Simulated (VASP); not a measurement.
# MgZn3O4 (Cm) in VASP: single point with r2SCAN

Aim: the single point of MgZn3O4 with r2SCAN.

Everything below comes from runs of VASP 6.6.1. Logs are shortened: lines on timing, memory, paths and dates and some standing lists are left out, and cuts for length are marked.

**1. The cell of the first run**

Symmetry: Cm, No. 8, monoclinic system. Conventional cell: a = 11.796 Å, b = 3.254 Å, c = 5.616 Å, α = 90.00°, β = 118.40°, γ = 90.00°. Mg (site symmetry m) has 4 O at 1.96 to 1.97 Å within 2.6 Å. Within 2.6 Å of Zn (site symmetry m) lie 4 O at 1.97 to 1.99 Å. Zn (site symmetry m) has 4 O at 1.98 Å within 2.6 Å. Within 2.6 Å of Zn (site symmetry m) lie 4 O at 1.97 to 1.98 Å. Within 2.6 Å of O (site symmetry m) lie 1 Mg at 1.97 Å and 3 Zn at 1.97 to 1.98 Å. Within 2.6 Å of O (site symmetry m) lie 4 Zn at 1.98 to 1.99 Å. O (site symmetry m) has 2 Mg at 1.96 Å and 2 Zn at 1.97 to 1.98 Å within 2.6 Å. O (site symmetry m) has 1 Mg at 1.97 Å and 3 Zn at 1.98 Å within 2.6 Å.

**2. Single point, r2SCAN**

Input file POSCAR:

```
MgZn3O4
1.0
    0.0000000000      3.2544174600      0.0000000000
   -2.6711651497      0.0000000000      4.9395585555
    5.8978414162     -1.6272087300      0.0000000000
Mg Zn O
1 3 4
Direct
    0.2513161900      0.9199541500      0.5026323800
    0.7506309500      0.4157215400      0.5012619000
    0.4992668100      0.8301920000      0.9985336200
    0.9998360800      0.3351350900      0.9996721600
    0.0613617200      0.7288743100      0.1227234400
    0.5584937700      0.2251075800      0.1169875400
    0.8087079000      0.1400168100      0.6174158000
    0.3083455900      0.6429155400      0.6166911800
```

Input file INCAR.step1:

```
  ALGO = Normal
  EDIFF = 1E-4
  ENCUT = 520
  GGA = PE
  ISMEAR = 0
  LASPH = True
  LCHARG = False
  LREAL = False
  LWAVE = True
  NBANDS = 41
  NELM = 100
  PREC = Accurate
  SIGMA = 0.05
```

Input file INCAR.step2:

```
  ALGO = Normal
  EDIFF = 1E-6
  ENCUT = 520
  ISIF = 2
  ISMEAR = 0
  ISTART = 1
  LASPH = True
  LCHARG = False
  LMIXTAU = True
  LREAL = False
  LWAVE = False
  METAGGA = R2SCAN
  NBANDS = 41
  NELM = 100
  PREC = Accurate
  SIGMA = 0.05
```

Input file KPOINTS:

```
k-points
0
Gamma
  8 6 8
```

Potentials or basis: VASP PAW PBE potentials, release 64 (Mg, Zn, O).

Started as:

```
$ cat potpaw_PBE.64/Mg/POTCAR potpaw_PBE.64/Zn/POTCAR potpaw_PBE.64/O/POTCAR > POTCAR
$ cp INCAR.step1 INCAR
$ mpirun -np 1 vasp_std > vasp.out
$ cp INCAR.step2 INCAR
$ mpirun -np 1 vasp_std > vasp.out
```

OUTCAR:

```text
EDIFF = 1E-6
   ENCUT = 520
   ISIF = 2
   ISMEAR = 0
   ISTART = 1
   LASPH = True
   LREAL = False
   METAGGA = R2SCAN
   NELM = 100
   PREC = Accurate

 ion  position               nearest neighbor table
   1  0.251  0.920  0.503-   7 1.96   7 1.96   8 1.97   5 1.97   4 3.19   4 3.19   3 3.20   3 3.21
                             3 3.21   4 3.21   2 3.23   2 3.23   2 3.26   2 3.26
   2  0.751  0.416  0.501-   7 1.97   8 1.98   8 1.98   6 1.99   1 3.23   1 3.23   1 3.26   1 3.26

   3  0.499  0.830  0.999-   5 1.98   5 1.98   8 1.98   6 1.98   1 3.20   1 3.21   1 3.21
   4  1.000  0.335  1.000-   5 1.97   6 1.98   6 1.98   7 1.98   1 3.19   1 3.19   1 3.21
   5  0.061  0.729  0.123-   1 1.97   4 1.97   3 1.98   3 1.98
   6  0.558  0.225  0.117-   4 1.98   4 1.98   3 1.98   2 1.99
   7  0.809  0.140  0.617-   1 1.96   1 1.96   2 1.97   4 1.98
   8  0.308  0.643  0.617-   1 1.97   2 1.98   2 1.98   3 1.98

  LATTYP: Found a base centered monoclinic cell.
 ALAT       =    11.7956828324
 B/A-ratio  =     0.2758990307
 C/A-ratio  =     0.4760679423
 COS(beta)  =    -0.4756732353

  Lattice vectors:

 A1 = (   5.8978414162,  -1.6272087300,   0.0000000000)
 A2 = (   5.8978414162,   1.6272087300,   0.0000000000)
 A3 = (  -2.6711651497,   0.0000000000,   4.9395585555)

Analysis of symmetry for initial positions (statically):
=====================================================================
 Subroutine PRICEL returns:
 Original cell was already a primitive cell.

 Routine SETGRP: Setting up the symmetry group for a
 base centered monoclinic supercell.

 Subroutine GETGRP returns: Found  2 space group operations
 (whereof  2 operations were pure point group operations)
 out of a pool of  4 trial point group operations.

The static configuration has the point symmetry C_1h.

Analysis of symmetry for dynamics (positions and initial velocities):
=====================================================================
 Subroutine PRICEL returns:
 Original cell was already a primitive cell.

 Routine SETGRP: Setting up the symmetry group for a
 base centered monoclinic supercell.

 Subroutine GETGRP returns: Found  2 space group operations
 (whereof  2 operations were pure point group operations)
 out of a pool of  4 trial point group operations.

The dynamic configuration has the point symmetry C_1h.

 Subroutine INISYM returns: Found  2 space group operations
 (whereof  2 operations are pure point group operations),
 and found     1 'primitive' translations

----------------------------------------------------------------------------------------

                                     Primitive cell

  volume of cell :      94.8101

  direct lattice vectors                    reciprocal lattice vectors
     0.000000000  3.254417460  0.000000000     0.084776779  0.307274654  0.045844740
    -2.671165150  0.000000000  4.939558555     0.000000000  0.000000000  0.202447241
     5.897841416 -1.627208730  0.000000000     0.169553559  0.000000000  0.091689480

  length of vectors
     3.254417460  5.615546454  6.118197579     0.322035022  0.202447241  0.192757283

  position of ions in fractional coordinates (direct lattice)
     0.251316190  0.919954150  0.502632380
     0.750630950  0.415721540  0.501261900
     0.499266810  0.830192000  0.998533620
     0.999836080  0.335135090  0.999672160
     0.061361720  0.728874310  0.122723440
     0.558493770  0.225107580  0.116987540
     0.808707900  0.140016810  0.617415800
     0.308345590  0.642915540  0.616691180

  ion indices of the primitive-cell ions
   primitive index   ion index
                 1           1
                 2           2
                 3           3
                 4           4
                 5           5
                 6           6
                 7           7
                 8           8

----------------------------------------------------------------------------------------

 KPOINTS: k-points

Automatic generation of k-mesh.
 Grid dimensions read from file:
 generate k-points for:    8    6    8

 Generating k-lattice:

  Cartesian coordinates                     Fractional coordinates (reciprocal lattice)
     0.010597097  0.038409332  0.005730593     0.125000000 -0.000000000  0.000000000
     0.000000000  0.000000000  0.033741207     0.000000000  0.166666667  0.000000000
     0.021194195  0.000000000  0.011461185     0.000000000 -0.000000000  0.125000000

  Length of vectors
     0.040254378  0.033741207  0.024094660

  Shift w.r.t. Gamma in fractional coordinates (k-lattice)
     0.000000000  0.000000000  0.000000000

 Subroutine IBZKPT returns following result:
 ===========================================

 Found    114 irreducible k-points:

 Following reciprocal coordinates:
            Coordinates               Weight
  0.000000  0.000000  0.000000      1.000000
  0.125000 -0.000000 -0.000000      4.000000
  0.250000 -0.000000 -0.000000      4.000000
  0.375000  0.000000 -0.000000      4.000000
  0.500000 -0.000000 -0.000000      2.000000
  0.000000  0.166667  0.000000      2.000000
[... 16 lines left out ...]
  0.125000  0.500000 -0.000000      4.000000
  0.250000  0.500000 -0.000000      4.000000
 [... further k-points ...]
   k-points           NKPTS =    114   k-points in BZ     NKDIM =    114   number of bands    NBANDS=     41
   number of dos      NEDOS =    301   number of ions     NIONS =      8
   total plane-waves  NPLWV =  48384
   dimension x,y,z NGX =    24 NGY =   42 NGZ =   48
   dimension x,y,z NGXF=    48 NGYF=   84 NGZF=   96
   ions per type =               1   3   4
   NGX,Y,Z   is equivalent  to a cutoff of  12.26, 12.43, 13.04 a.u.
   NGXF,Y,Z  is equivalent  to a cutoff of  24.52, 24.87, 26.09 a.u.
 SYSTEM =  unknown system
   PREC   = accura    normal or accurate (medium, high low for compatibility)
   ISTART =      1    job   : 0-new  1-cont  2-samecut
   ICHARG =      0    charge: 1-file 2-atom 10-const
   ISPIN  =      1    spin polarized calculation?
   LNONCOLLINEAR =      F non collinear calculations
   LSORBIT =      F    spin-orbit coupling
   LASPH  =      T    aspherical Exc in radial PAW
   ENCUT  =  520.0 eV  38.22 Ry    6.18 a.u.   6.05 10.44 11.38*2*pi/ulx,y,z
   NELM   =    100;   NELMIN=  2; NELMDL=  0     # of ELM steps
   EDIFF  = 0.1E-05   stopping-criterion for ELM
   LREAL  =      F    real-space projection
   EDIFFG = 0.1E-04   stopping-criterion for IOM
   NSW    =      0    number of steps for IOM
   IBRION =     -1    ionic relax: 0-MD 1-quasi-New 2-CG
   NFREE  =      0    steps in history (QN), initial steepest desc. (CG)
   ISIF   =      2    stress and relaxation
   ISYM   =      2    0-nonsym 1-usesym 2-fastsym
   POTIM  = 0.5000    time-step for ionic-motion
   TEBEG  =    0.0;   TEEND  =   0.0 temperature during run
   PSTRESS=    0.0 pullay stress
   NELECT =      62.0000    total number of electrons
   NUPDOWN=      -1.0000    fix difference up-down
   EMIN   =  10.00;   EMAX   =-10.00  energy-range for DOS
   EFERMI =   0.00;   METHOD = LEGACY
   ISMEAR =     0;   SIGMA  =   0.05  broadening in eV -4-tet -1-fermi 0-gaus
   EFERMI_NEDOS =   21; number of points for ismear=-14 and -15
   IALGO  =     38    algorithm
   IMIX   =      4    mixing-type and parameters
     AMIX     =   0.40;   BMIX     =  1.00
     AMIX_MAG =   1.60;   BMIX_MAG =  1.00
  volume/ion in A,a.u.               =      11.85        79.98
  Fermi-wavevector in a.u.,A,eV,Ry     =   1.420978  2.685258 27.472575  2.019177
  Thomas-Fermi vector in A             =   2.541836
   LORBIT       =      0    0 simple, 1 ext, 2 COOP (PROOUT), +10 PAW based schemes
   METAGGA = R2SCAN    functional components
   LHFCALC =     F    Hartree Fock is set to
   AEXX    =    0.0000 exact exchange contribution
   IVDW    =     0    specifies the selected vdW correction
   LEPSILON=     F    determine dielectric tensor
   LRPA    =     F    only Hartree local field effects (RPA)
 non-spin polarized calculation
 Gauss-broadening in eV      SIGMA  =   0.05
  energy-cutoff  :      520.00
  volume of cell :       94.81
 maximum number of plane-waves:      2576
   NGX = 13   NGY = 21   NGZ = 23

 number of electron      61.9999998 magnetization

 Free energy of the ion-electron system (eV)
  ---------------------------------------------------
  ext. energy  EPLUGINS =         0.00000000
  ---------------------------------------------------
  free energy    TOTEN  =       -70.43562294 eV

  energy without entropy =      -70.43562294  energy(sigma->0) =      -70.43562294

 E-fermi :   1.1450     XC(G=0): -11.3075

 val. band max:        0.9127835233   @ k =   0.0000   0.0000   0.0000
 cond. band min:       2.7208986998   @ k =   0.0000   0.0000   0.0000
 fundamental gap:      1.8081151764
 Fermi energy:         1.1449969365

 k-point     1 :       0.0000    0.0000    0.0000
  band No.  band energies     occupation
      1     -17.8057      2.00000
      2     -17.1269      2.00000
      3     -17.0742      2.00000
      4     -16.9298      2.00000
      5      -4.9289      2.00000
      6      -4.7212      2.00000
[... 33 lines left out ...]
     40      13.7282      0.00000
     41      14.8047      0.00000

 k-point     2 :       0.1250   -0.0000   -0.0000
  band No.  band energies     occupation
      1     -17.7399      2.00000
      2     -17.1111      2.00000
      3     -17.0582      2.00000
      4     -16.9144      2.00000
      5      -4.8250      2.00000
      6      -4.6514      2.00000
[... 33 lines left out ...]
     40      12.9196      0.00000
     41      13.9557      0.00000

 k-point     3 :       0.2500   -0.0000   -0.0000
  band No.  band energies     occupation
      1     -17.5646      2.00000
      2     -17.0742      2.00000
      3     -17.0206      2.00000
      4     -16.8866      2.00000
      5      -4.7264      2.00000
      6      -4.6046      2.00000
[... 875 lines left out ...]
      2     -17.3669      2.00000
      3     -17.0735      2.00000
      4     -16.9666      2.00000
      5      -4.7909      2.00000
      6      -4.7321      2.00000
[... 33 lines left out ...]
     40      13.3308      0.00000
     41      13.5254      0.00000

 k-point    24 :       0.2500    0.5000   -0.0000
  band No.  band energies     occupation
      1     -17.3549      2.00000
      2     -17.2454      2.00000
      3     -17.0430      2.00000
      4     -16.9163      2.00000
      5      -4.8378      2.00000
      6      -4.7585      2.00000
[... 33 lines left out ...]
     40      12.7800      0.00000
     41      13.1512      0.00000

 [... further k-points ...]
[... 5 lines left out ...]
  --------------------------------------------------------------------------------------
  -------------------------------------------------------------------------------------
  Total        0.0802215     -0.0240255      0.0366327      0.0000000      0.0000000     -0.0077706
  in kB        1.3556474     -0.4060029      0.6190498      0.0000000      0.0000000     -0.1313137
  external PRESSURE =       0.5228981 kB  Pullay stress =       0.0000000 kB

 VOLUME and BASIS-vectors are now :
 -----------------------------------------------------------------------------
  energy-cutoff  :      520.00
  volume of cell :       94.81
      direct lattice vectors                 reciprocal lattice vectors
     0.000000000  3.254417460  0.000000000     0.084776779  0.307274654  0.045844740
    -2.671165150  0.000000000  4.939558555     0.000000000  0.000000000  0.202447241
     5.897841416 -1.627208730  0.000000000     0.169553559  0.000000000  0.091689480

 POSITION                                       TOTAL-FORCE (eV/Angst)
 -----------------------------------------------------------------------------------
      0.50710     -0.00000      4.54417         0.022400      0.000000      0.015194
      1.84590      1.62721      2.05348        -0.007123     -0.000000     -0.010048
      3.67161      0.00000      4.10078         0.005489     -0.000000     -0.002929
      5.00071      1.62721      1.65542        -0.002956     -0.000000      0.009648
     -1.22314      0.00000      3.60032         0.028233      0.000000      0.014930
      0.08867      1.62721      1.11193        -0.007900     -0.000000     -0.005384
      3.26741      1.62721      0.69162        -0.007046      0.000000     -0.047865
      1.91981      0.00000      3.17572        -0.031097     -0.000000      0.026454
 -----------------------------------------------------------------------------------
    total drift:                                0.006588     -0.000038     -0.003796

  FREE ENERGIE OF THE ION-ELECTRON SYSTEM (eV)
  ---------------------------------------------------
  free  energy   TOTEN  =       -70.4356229377 eV

  energy  without entropy=      -70.4356229377  energy(sigma->0) =      -70.43562294
```

Wall time 8.5 min (1 thread of Intel Xeon 6975P-C (Granite Rapids), shared host); peak memory 0.49 GiB.

Results:

```
Free energy            : -70.4356 eV
Pressure               : 0.1 GPa
Largest force          : 0.048 eV/Å
Band gap on the k mesh : 1.81 eV
```

Forces on the atoms (eV/Å):
```
Mg   0.022  0.000  0.015
Zn  -0.007  0.000 -0.010
Zn   0.005  0.000 -0.003
Zn  -0.003  0.000  0.010
O    0.028  0.000  0.015
O   -0.008  0.000 -0.005
O   -0.007  0.000 -0.048
O   -0.031  0.000  0.026
```

Stress tensor (GPa, compression positive):
```
 0.14  0.00 -0.01
 0.00 -0.04  0.00
-0.01  0.00  0.06
```

Levels at points of the mesh, in eV from the valence-band top:
| k point | band 29 | band 30 | band 31 | band 32 | band 33 | band 34 |
| --- | --- | --- | --- | --- | --- | --- |
| (0.00, 0.00, 0.00) | -0.09 | -0.02 | 0.00 | 1.81 | 6.28 | 6.53 |
| (0.50, 0.00, 0.00) | -1.44 | -1.16 | -0.87 | 6.81 | 7.04 | 7.92 |
| (0.00, 0.50, 0.00) | -0.71 | -0.34 | -0.30 | 4.47 | 4.74 | 7.02 |
| (0.50, 0.50, 0.00) | -1.17 | -1.09 | -0.80 | 6.46 | 6.62 | 7.07 |
| (0.00, 0.00, 0.50) | -0.48 | -0.18 | -0.17 | 4.21 | 4.63 | 7.03 |
| (0.00, 0.50, 0.50) | -0.60 | -0.43 | -0.42 | 4.41 | 4.76 | 7.11 |

Caveat: the PAW data sets were made with another functional, which shifts forces and pressure a little. A k mesh can miss the band edges.
